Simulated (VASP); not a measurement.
MgS (Niningerite): single point with revPBE

Crystal: MgS (Niningerite).

```
S Mg
1.0
     0.00000    2.60165    2.60165
     2.60165    0.00000    2.60165
     2.60165    2.60165    0.00000
S Mg
1 1
Direct
  0.50000 0.50000 0.50000
  0.00000 0.00000 0.00000
```

```
Program             : VASP 6.6.1
Task                : single point
Functional          : revPBE
Potentials or basis : VASP PAW PBE potentials, release 64 (S, Mg)
Cutoff              : 520 eV
k mesh              : 5 × 5 × 5
Occupations         : fermi-dirac, width 0.05 eV
Spin                : no spin polarisation
```

```json
{
 "Pressure": "2.6 GPa",
 "Band gap on the k mesh": "3.30 eV, indirect (least direct gap 3.83 eV)"
}
```

Levels at points of the mesh, in eV from the valence-band top:
```tsv
k point	band 1	band 2	band 3	band 4	band 5	band 6	band 7	band 8	band 9
(0.00, 0.00, 0.00)	-12.66	0.00	0.00	0.00	3.83	7.98	7.98	7.98	10.36
```

Wall time 6.3 s on 1 thread of Intel(R) Xeon(R) Platinum 8375C CPU @ 2.90GHz (Ice Lake), with other jobs on the host, peak memory 0.15 GiB.

Caveat: the PAW data sets were made with another functional, which shifts forces and pressure a little. A k mesh can miss the band edges.
